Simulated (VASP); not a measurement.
Set up this calculation in VASP 6.6.1, as the native input.

| Item | Value |
| --- | --- |
| Task | single point |
| Functional | r2SCAN |
| Potentials or basis | VASP PAW PBE potentials, release 64 (Hf_pv, N) |
| Cutoff | 660 eV |
| k mesh | 11 × 11 × 11 |
| Occupations | fermi-dirac, width 0.15 eV |
| Spin | no spin polarisation |
| Dipole correction | no |
| Further INCAR settings | ALGO = Normal; EDIFF = 1e-06; NBANDS = 14 |

The system is HfN.

```
CELL_PARAMETERS angstrom
0.00000 2.44649 2.44649
2.44649 0.00000 2.44649
2.44649 2.44649 0.00000
ATOMIC_POSITIONS crystal
Hf 0.00000 0.00000 0.00000
N 0.25000 0.25000 0.25000
```

These files were run (other wordings do the same):

POSCAR

```
HfN
1.0
    0.0000000000      2.4464892547      2.4464892547
    2.4464892547      0.0000000000      2.4464892547
    2.4464892547      2.4464892547      0.0000000000
Hf N
1 1
Direct
    0.0000000000      0.0000000000      0.0000000000
    0.2500000000      0.2500000000      0.2500000000
```

INCAR.step1

```
ALGO     = Normal         # electronic algorithm
EDIFF    = 1E-5           # SCF threshold, eV
ENCUT    = 660            # plane-wave cutoff, eV
GGA      = PE             # functional
GGA_COMPAT= F            
ISMEAR   = -1             # smearing method
LASPH    = T              # aspherical terms in the spheres
LCHARG   = F              # write CHGCAR
LREAL    = F              # projectors in reciprocal space
LWAVE    = T              # write WAVECAR
NBANDS   = 14             # bands
NELM     = 120            # most SCF steps
PREC     = Accurate       # precision mode
SIGMA    = 0.15           # smearing width, eV
```

INCAR.step2

```
ALGO     = Normal         # electronic algorithm
EDIFF    = 1E-6           # SCF threshold, eV
ENCUT    = 660            # plane-wave cutoff, eV
GGA_COMPAT= F            
ISIF     = 2              # what is computed and relaxed
ISMEAR   = -1             # smearing method
ISTART   = 1            
LASPH    = T              # aspherical terms in the spheres
LCHARG   = F              # write CHGCAR
LMIXTAU  = T            
LREAL    = F              # projectors in reciprocal space
LWAVE    = F              # write WAVECAR
METAGGA  = R2SCAN         # meta-GGA
NBANDS   = 14             # bands
NELM     = 120            # most SCF steps
PREC     = Accurate       # precision mode
SIGMA    = 0.15           # smearing width, eV
```

KPOINTS

```
k-points
0
Gamma
  11 11 11
```

Potentials or basis: VASP PAW PBE potentials, release 64 (Hf_pv, N).

Command:

```console
$ cat potpaw_PBE.64/Hf_pv/POTCAR potpaw_PBE.64/N/POTCAR > POTCAR
$ cp INCAR.step1 INCAR
$ mpirun -np 1 vasp_std > vasp.out
$ cp INCAR.step2 INCAR
$ mpirun -np 1 vasp_std > vasp.out
```

It gave:

| Quantity | Value |
| --- | --- |
| Pressure | -1.3 GPa |
| Band gap on the k mesh | zero (an odd number of electrons rules out a gap without spin polarisation) |

Caveat: the PAW data sets were made with another functional, which shifts forces and pressure a little; spin-orbit coupling is left out, which moves the levels of the heavy elements.

Wall time 89 s on 1 thread of Intel(R) Xeon(R) Platinum 8488C (Sapphire Rapids), with other jobs on the host, peak memory 0.19 GiB.
